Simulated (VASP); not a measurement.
Crystal: LiH.

```
CELL_PARAMETERS angstrom
0.00000 2.00340 2.00340
2.00340 0.00000 2.00340
2.00340 2.00340 0.00000
ATOMIC_POSITIONS crystal
Li 0.00000 0.00000 0.00000
H 0.50000 0.50000 0.50000
```

```yaml
Program: VASP 6.6.1
Task: relaxation of cell and atoms
Functional: LDA
Potentials_or_basis: VASP PAW LDA potentials, release 64 (Li_sv, H)
Cutoff: 600 eV
k_mesh: 10 × 10 × 10
Occupations: fermi-dirac, width 0.02 eV
Spin: no spin polarisation
```

At the start: pressure -2.8 GPa; volume 8.04 Å³/atom.

Question: Where does the relaxation end?

Answer: Over 4 steps the energy falls by 5.9 meV/atom and the volume is 7.42 Å³/atom (-7.8 %); space group Fm-3m (No. 225, to 0.1 Å) before and after.

Step by step:
```
step  energy change (eV)  largest force (eV/Å)  pressure (GPa)  volume (Å³)
   1              0.0000                0.0000           -2.84        16.08
   2             -0.0052                0.0000           -2.19        15.75
   3             -0.0114                0.0000           -0.54        15.05
   4             -0.0117                0.0000            0.02        14.83
```

Final structure:
```cif
data_structure
_symmetry_space_group_name_H-M 'P 1'
_symmetry_Int_Tables_number 1
_cell_length_a 2.7578
_cell_length_b 2.7578
_cell_length_c 2.7578
_cell_angle_alpha 60.000
_cell_angle_beta 60.000
_cell_angle_gamma 60.000
_cell_volume 14.83
loop_
_atom_site_label
_atom_site_type_symbol
_atom_site_fract_x
_atom_site_fract_y
_atom_site_fract_z
_atom_site_occupancy
Li1 Li 0.00000 0.00000 0.00000 1
H1 H 0.50000 0.50000 0.50000 1
```

Caveat: the cutoff is under 1.25 times the usual one of these potentials, so pressure, stress and relaxed cells hold a basis-set (Pulay) error.
